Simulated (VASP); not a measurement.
Ni:

```
CELL_PARAMETERS angstrom
0.00000 1.76194 1.76194
1.76194 0.00000 1.76194
1.76194 1.76194 0.00000
ATOMIC_POSITIONS crystal
Ni 0.00000 0.00000 0.00000
```

```yaml
Program: VASP 6.6.1
Task: relaxation of cell and atoms
Functional: LDA
Potentials_or_basis: VASP PAW LDA potentials, release 64 (Ni)
Cutoff: 600 eV
k_mesh: 15 × 15 × 15
Occupations: fermi-dirac, width 0.1 eV
Spin: no spin polarisation
```

At the start: pressure -18.3 GPa; volume 10.94 Å³/atom.

Q: Where does the relaxation end?

A: Over 4 steps the energy falls by 58.5 meV/atom and the volume is 10.00 Å³/atom (-8.6 %); space group Fm-3m (No. 225, to 0.05 Å).

The path:
```csv
step,energy change (eV),largest force (eV/Å),pressure (GPa),volume (Å³)
1,0.0000,0.0000,-18.27,10.94
2,0.0226,0.0000,31.04,9.08
3,-0.0585,0.0000,-0.46,10.02
4,-0.0585,0.0000,0.01,10.00
```

Final structure:
```
Ni
1.0
     0.00000    1.71001    1.71001
     1.71001    0.00000    1.71001
     1.71001    1.71001    0.00000
Ni
1
Direct
  0.00000 0.00000 0.00000
```

Caveat: the run has no spin polarisation, though such a crystal can be magnetic.
